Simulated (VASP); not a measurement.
# Ag (I4/mmm) in VASP: notebook, part 2 of 2

VASP 6.6.1.

## 3. Single point, PBEsol (strain -0.025 along x and y, +0.000 along z)

File INCAR:

```
SYSTEM = Ag
PREC = Accurate
ENCUT = 520
EDIFF = 1E-6
ISMEAR = 0
SIGMA = 0.15
LREAL = .FALSE.
LASPH = .TRUE.
NELM = 100
ALGO = Normal
ISIF = 2
LWAVE = .FALSE.
LCHARG = .FALSE.
GGA = PS
NBANDS = 12
```

File KPOINTS:

```
Automatic mesh
0
G
  20 20 20
  0 0 0
```

File POSCAR:

```
Ag
1.0
   -1.6142626500      1.6142626500      1.6556540000
    1.6142626500     -1.6142626500      1.6556540000
    1.6142626500      1.6142626500     -1.6556540000
Ag
1
Direct
    0.0000000000      0.0000000000      0.0000000000
```

Potentials or basis: VASP PAW PBE potentials, release 64 (Ag).

The run is started by

```sh
$ cat potpaw_PBE.64/Ag/POTCAR > POTCAR
$ mpirun -np 1 vasp_std > vasp.out
```

OUTCAR:

```text
SYSTEM = Ag
   PREC = Accurate
   ENCUT = 520
   EDIFF = 1E-6
   ISMEAR = 0
   LREAL = .FALSE.
   LASPH = .TRUE.
   NELM = 100
   ISIF = 2
   GGA = PS

 ion  position               nearest neighbor table
   1  0.000  0.000  0.000-

  LATTYP: Found a body centered tetragonal cell.
 ALAT       =     3.2285253000
 C/A-ratio  =     1.0256410256

  Lattice vectors:

 A1 = (  -1.6142626500,   1.6142626500,   1.6556540000)
 A2 = (   1.6142626500,  -1.6142626500,   1.6556540000)
 A3 = (   1.6142626500,   1.6142626500,  -1.6556540000)

Analysis of symmetry for initial positions (statically):
=====================================================================
 Subroutine PRICEL returns:
 Original cell was already a primitive cell.

 Routine SETGRP: Setting up the symmetry group for a
 body centered tetragonal supercell.

 Subroutine GETGRP returns: Found 16 space group operations
 (whereof 16 operations were pure point group operations)
 out of a pool of 16 trial point group operations.

The static configuration has the point symmetry D_4h.

Analysis of symmetry for dynamics (positions and initial velocities):
[... 171 lines left out ...]
      5       4.4797      2.00000
      6       4.6069      2.00000
      7      25.6873      0.00000
      8      26.1105      0.00000
      9      26.1105      0.00000
     10      31.6281      0.00000
     11      32.2174      0.00000
     12      32.3176      0.00000
[... 331 lines left out ...]
 k-point    24 :      -0.3500    0.0500    0.0000
  band No.  band energies     occupation
      1       1.9592      2.00000
      2       2.6979      2.00000
      3       4.2626      2.00000
      4       4.3907      2.00000
      5       4.6913      2.00000
      6       5.2210      2.00000
      7      16.9012      0.00000
      8      22.4585      0.00000
      9      24.0922      0.00000
     10      27.7472      0.00000
     11      29.3696      0.00000
     12      31.5072      0.00000

 [... further k-points ...]

------------------------ aborting loop because EDIFF is reached ----------------------------------------

  FORCE on cell =-STRESS in cart. coord.  units (eV):
  Direction    XX          YY          ZZ          XY          YZ          ZX
  --------------------------------------------------------------------------------------
  -------------------------------------------------------------------------------------
  Total       -0.3654786     -0.3654786     -0.2976264      0.0000000     -0.0000000      0.0000000
  in kB      -33.9308325    -33.9308325    -27.6314720      0.0000000     -0.0000000      0.0000000
  external PRESSURE =     -31.8310456 kB  Pullay stress =       0.0000000 kB

 VOLUME and BASIS-vectors are now :
 -----------------------------------------------------------------------------
  energy-cutoff  :      520.00
  volume of cell :       17.26
      direct lattice vectors                 reciprocal lattice vectors
    -1.614262650  1.614262650  1.655654000     0.000000000  0.309738939  0.301995465
     1.614262650 -1.614262650  1.655654000     0.309738939  0.000000000  0.301995465
     1.614262650  1.614262650 -1.655654000     0.309738939  0.309738939  0.000000000

 POSITION                                       TOTAL-FORCE (eV/Angst)
 -----------------------------------------------------------------------------------
      0.00000      0.00000      0.00000         0.000000      0.000000      0.000000
 -----------------------------------------------------------------------------------
    total drift:                               -0.000000      0.000000     -0.000000

  FREE ENERGIE OF THE ION-ELECTRON SYSTEM (eV)
  ---------------------------------------------------
  free  energy   TOTEN  =        -3.2662673793 eV

  energy  without entropy=       -3.2611669150  energy(sigma->0) =       -3.26371715
```

OSZICAR:

```text
N       E                     dE             d eps       ncg     rms          rms(c)
DAV:   1     0.507201216324E+02    0.50720E+02   -0.54750E+03 15648   0.826E+02
DAV:   2    -0.280624771745E+01   -0.53526E+02   -0.50646E+02 17936   0.192E+02
DAV:   3    -0.361060223672E+01   -0.80435E+00   -0.80390E+00 17768   0.249E+01
DAV:   4    -0.361290822886E+01   -0.23060E-02   -0.23059E-02 17472   0.139E+00
DAV:   5    -0.361292569122E+01   -0.17462E-04   -0.17463E-04 17624   0.110E-01    0.537E+00
DAV:   6    -0.327905173878E+01    0.33387E+00   -0.13953E+00 16916   0.104E+01    0.328E+00
DAV:   7    -0.327018376732E+01    0.88680E-02   -0.78289E-03 17228   0.850E-01    0.188E+00
DAV:   8    -0.326625691207E+01    0.39269E-02   -0.73209E-04 17492   0.187E-01    0.797E-02
DAV:   9    -0.326626529408E+01   -0.83820E-05   -0.88715E-06 16936   0.225E-02    0.161E-02
DAV:  10    -0.326626752517E+01   -0.22311E-05   -0.21723E-06 17768   0.126E-02    0.297E-03
DAV:  11    -0.326626737927E+01    0.14590E-06   -0.58489E-08  8460   0.198E-03
   1 F= -.32662674E+01 E0= -.32637171E+01  d E =-.510046E-02
```

stdout:

```text
POSCAR found type information on POSCAR Ag
 POSCAR found :  1 types and       1 ions
 scaLAPACK will be used
 -----------------------------------------------------------------------------
|                                                                             |
|                                                                             |
|     You enforced a specific xc type in the INCAR file but a different       |
|     I HOPE YOU KNOW WHAT YOU ARE DOING!                                     |
|                                                                             |
 -----------------------------------------------------------------------------

 LDA part: xc-table for (Slater+PW92), standard interpolation
 POSCAR, INCAR and KPOINTS ok, starting setup
 FFT: planning ... GRIDC
 FFT: planning ... GRID_SOFT
 FFT: planning ... GRID
 WAVECAR not read
 entering main loop
```

It took 98 s on 1 thread of Intel Xeon 8259CL, shared host; peak memory 0.25 GiB.

Results:

- Free energy: -3.2663 eV
- Pressure: -3.2 GPa
- Band gap on the k mesh: zero (an odd number of electrons rules out a gap without spin polarisation)

Stress tensor (GPa, compression positive):
```
-3.39  0.00  0.00
 0.00 -3.39  0.00
 0.00  0.00 -2.76
```

Caveat: the cell differs from its parent crystal (strain -0.025 along x and y, +0.000 along z); the cell stands under tension; the PAW data sets were made with another functional, which shifts forces and pressure a little.

## 4. Single point, PBEsol (strain +0.000 along x and y, -0.025 along z)

File INCAR:

```
PREC = Accurate
ENCUT = 520
EDIFF = 1E-6
ISMEAR = 0
SIGMA = 0.15
LREAL = False
LASPH = True
NELM = 80
ALGO = Fast
ISIF = 2
LWAVE = False
LCHARG = False
GGA = PS
NBANDS = 12
```

File KPOINTS:

```
Automatic mesh
0
Gamma
  20 20 20
```

File POSCAR:

```
Ag
1.0
   -1.6556540000      1.6556540000      1.6142626500
    1.6556540000     -1.6556540000      1.6142626500
    1.6556540000      1.6556540000     -1.6142626500
Ag
1
Direct
    0.0000000000      0.0000000000      0.0000000000
```

The run is started by

```sh
$ cat potpaw_PBE.64/Ag/POTCAR > POTCAR
$ mpirun -np 1 vasp_std > vasp.out
```

Run time: 1.7 min. Hardware: 1 thread of Intel Xeon 8259CL, shared host; peak memory 0.25 GiB.

Results (log left out):

```
Free energy            : -3.2546 eV
Pressure               : -5.3 GPa
Band gap on the k mesh : zero (an odd number of electrons rules out a gap without spin polarisation)
```

Stress tensor (GPa, compression positive):
```
-5.11  0.00  0.00
 0.00 -5.11  0.00
 0.00  0.00 -5.79
```

Levels at points of the mesh, in eV from the Fermi level:
```
           k point  band 3  band 4  band 5  band 6  band 7  band 8  band 9  band 10
(0.00, 0.00, 0.00)   -4.71   -4.71   -3.55   -3.42   17.66   17.66   18.11    23.33
(0.50, 0.00, 0.00)   -3.52   -3.33   -2.52    0.02    4.01   13.04   13.92    19.39
(0.50, 0.50, 0.00)   -3.63   -3.40   -2.54   -0.13    3.77   13.45   14.50    19.82
(0.50, 0.50, 0.50)   -2.77   -2.77   -2.73    6.50    6.50    7.23   12.16    12.97
```

Caveat: the cell differs from its parent crystal (strain +0.000 along x and y, -0.025 along z); the cell stands under tension; the PAW data sets were made with another functional, which shifts forces and pressure a little.

## 5. Single point, PBEsol (strain -0.025 along x and y, +0.025 along z)

File INCAR:

```
SYSTEM = Ag
PREC = Accurate
ENCUT = 520
EDIFF = 1E-6
ISMEAR = 0
SIGMA = 0.15
LREAL = .False.
LASPH = .True.
NELM = 80
ALGO = Normal
ISIF = 2
LWAVE = .False.
LCHARG = .False.
GGA = PS
NBANDS = 12
```

File KPOINTS:

```
regular mesh
0
Gamma
  20 20 20
  0 0 0
```

File POSCAR:

```
Ag
1.0
   -1.6142626500      1.6142626500      1.6970453500
    1.6142626500     -1.6142626500      1.6970453500
    1.6142626500      1.6142626500     -1.6970453500
Ag
1
Direct
    0.0000000000      0.0000000000      0.0000000000
```

Potentials or basis: VASP PAW PBE potentials, release 64 (Ag).

The run is started by

```sh
$ cat potpaw_PBE.64/Ag/POTCAR > POTCAR
$ mpirun -np 1 vasp_std > vasp.out
```

OUTCAR:

```text
SYSTEM = Ag
   PREC = Accurate
   ENCUT = 520
   EDIFF = 1E-6
   ISMEAR = 0
   LREAL = .False.
   LASPH = .True.
   NELM = 80
   ISIF = 2
   GGA = PS

 ion  position               nearest neighbor table
   1  0.000  0.000  0.000-

  LATTYP: Found a body centered tetragonal cell.
 ALAT       =     3.2285253000
 C/A-ratio  =     1.0512820513

  Lattice vectors:

 A1 = (  -1.6142626500,   1.6142626500,   1.6970453500)
 A2 = (   1.6142626500,  -1.6142626500,   1.6970453500)
 A3 = (   1.6142626500,   1.6142626500,  -1.6970453500)

Analysis of symmetry for initial positions (statically):
=====================================================================
 Subroutine PRICEL returns:
 Original cell was already a primitive cell.

 Routine SETGRP: Setting up the symmetry group for a
 body centered tetragonal supercell.

 Subroutine GETGRP returns: Found 16 space group operations
 (whereof 16 operations were pure point group operations)
 out of a pool of 16 trial point group operations.

The static configuration has the point symmetry D_4h.

Analysis of symmetry for dynamics (positions and initial velocities):
[... 171 lines left out ...]
      5       4.1210      2.00000
      6       4.3519      2.00000
      7      25.0191      0.00000
      8      25.8055      0.00000
      9      25.8055      0.00000
     10      30.4249      0.00000
     11      31.5443      0.00000
     12      31.7218      0.00000
[... 331 lines left out ...]
 k-point    24 :      -0.3500    0.0500    0.0000
  band No.  band energies     occupation
      1       1.7640      2.00000
      2       2.5167      2.00000
      3       3.9472      2.00000
      4       4.0943      2.00000
      5       4.4041      2.00000
      6       4.9182      2.00000
      7      16.2734      0.00000
      8      22.1328      0.00000
      9      23.6623      0.00000
     10      27.2922      0.00000
     11      28.8095      0.00000
     12      30.4915      0.00000

 [... further k-points ...]

------------------------ aborting loop because EDIFF is reached ----------------------------------------

  FORCE on cell =-STRESS in cart. coord.  units (eV):
  Direction    XX          YY          ZZ          XY          YZ          ZX
  --------------------------------------------------------------------------------------
  -------------------------------------------------------------------------------------
  Total       -0.6277040     -0.6277040     -0.5396587      0.0000000      0.0000000      0.0000000
  in kB      -56.8543406    -56.8543406    -48.8796294      0.0000000      0.0000000      0.0000000
  external PRESSURE =     -54.1961035 kB  Pullay stress =       0.0000000 kB

 VOLUME and BASIS-vectors are now :
 -----------------------------------------------------------------------------
  energy-cutoff  :      520.00
  volume of cell :       17.69
      direct lattice vectors                 reciprocal lattice vectors
    -1.614262650  1.614262650  1.697045350     0.000000000  0.309738939  0.294629722
     1.614262650 -1.614262650  1.697045350     0.309738939  0.000000000  0.294629722
     1.614262650  1.614262650 -1.697045350     0.309738939  0.309738939  0.000000000

 POSITION                                       TOTAL-FORCE (eV/Angst)
 -----------------------------------------------------------------------------------
      0.00000      0.00000      0.00000         0.000000      0.000000      0.000000
 -----------------------------------------------------------------------------------
    total drift:                               -0.000000      0.000000      0.000000

  FREE ENERGIE OF THE ION-ELECTRON SYSTEM (eV)
  ---------------------------------------------------
  free  energy   TOTEN  =        -3.2561581528 eV

  energy  without entropy=       -3.2515899564  energy(sigma->0) =       -3.25387405
```

Run time: 1.7 min. Hardware: 1 thread of Intel Xeon 8259CL, shared host; peak memory 0.25 GiB.

Results:

```
Free energy            : -3.2562 eV
Pressure               : -5.4 GPa
Band gap on the k mesh : zero (an odd number of electrons rules out a gap without spin polarisation)
```

Levels at points of the mesh, in eV from the Fermi level:
| k point | band 4 | band 5 | band 6 | band 7 | band 8 | band 9 |
| --- | --- | --- | --- | --- | --- | --- |
| (0.00, 0.00, 0.00) | -4.61 | -3.62 | -3.39 | 17.28 | 18.06 | 18.06 |
| (0.50, 0.00, 0.00) | -3.36 | -2.56 | -0.14 | 3.77 | 13.44 | 14.49 |
| (0.50, 0.50, 0.00) | -3.30 | -2.51 | 0.15 | 4.25 | 12.65 | 13.38 |
| (0.50, 0.50, 0.50) | -2.75 | -2.75 | 5.81 | 7.22 | 7.22 | 11.71 |

Caveat: the cell differs from its parent crystal (strain -0.025 along x and y, +0.025 along z); the cell stands under tension; the PAW data sets were made with another functional, which shifts forces and pressure a little.

## 6. Overview

```csv
cell,gap on the mesh (eV),pressure (GPa)
"a = 2.821 Å, angles 108.1, 108.1, 112.2°, 1 atom",none,-3.1
"a = 2.820 Å, angles 110.2, 110.2, 108.1°, 1 atom",none,-3.2
"a = 2.844 Å, angles 108.8, 108.8, 110.8°, 1 atom",none,-5.3
"a = 2.845 Å, angles 110.8, 110.8, 106.7°, 1 atom",none,-5.4
```

Alike in all rows: task single point; level PBEsol; potentials or basis VASP PAW PBE potentials, release 64 (Ag); no spin polarisation; k mesh 20 × 20 × 20; cutoff (eV) 520; smearing gaussian 0.15 eV.

Caveats: the cell stands under tension; the PAW data sets were made with another functional, which shifts forces and pressure a little.

Absolute energies hang on the potentials; compare differences alone.
